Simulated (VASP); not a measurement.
Here is a VASP 6.6.1 calculation.

File INCAR:

```
  PREC = Accurate
  ENCUT = 520
  EDIFF = 1E-7
  ISMEAR = 0
  SIGMA = 0.05
  LREAL = False
  LASPH = True
  NELM = 150
  ALGO = Normal
  ISIF = 2
  LWAVE = False
  LCHARG = False
  ISPIN = 2
  MAGMOM = 0 0 0 0 0 0 0 0 2
  LORBIT = 11
  LDIPOL = True
  IDIPOL = 3
  DIPOL = 0.5 0.5 0.322
  GGA = PE
  NBANDS = 32
```

The input KPOINTS:

```
Automatic mesh
0
Gamma
  9 6 1
```

File POSCAR:

```
Al4CN4
1.0
    3.1297683445      0.0000000000      0.0000000000
    0.0000000000      5.0173032419      0.0000000000
    0.0000000000      0.0000000000     19.0620320396
Al N C
4 4 1
Direct
    0.0000000000      0.9982714950      0.2098412169
    0.5000000000      0.4982714950      0.2572383830
    0.5000000000      0.9915197257      0.3577010219
    0.0000000000      0.4624332462      0.3868097530
    0.0000000000      0.6167285050      0.2098412169
    0.5000000000      0.1167285050      0.2572383830
    0.5000000000      0.6143669392      0.3564124135
    0.0000000000      0.1112303975      0.3967065014
    0.3333333333      0.9445637309      0.4640256817
```

Potentials or basis: VASP PAW PBE potentials, release 64 (Al, N, C).

The run is started by

```sh
$ cat potpaw_PBE.64/Al/POTCAR potpaw_PBE.64/N/POTCAR potpaw_PBE.64/C/POTCAR > POTCAR
$ mpirun -np 1 vasp_std > vasp.out
```

What does it give for the net moment?

2.00 μB per cell.

What does it give for the site moments?

Al +0.01, +0.03, +0.02 (each value once); N +0.00, +0.01, +0.04, +0.07; C +0.81 μB.

What does it give for the largest force?

2.659 eV/Å.

Forces on the atoms (eV/Å):
```
Al   0.001 -1.696  2.048
Al   0.018  0.931 -1.958
Al   0.345 -1.099 -0.722
Al   0.216  1.773  1.079
N    0.008  0.711  0.753
N    0.081  0.132 -0.653
N    0.278 -0.863 -1.185
N    1.255 -0.222  0.624
C   -2.203  0.332  0.015
```
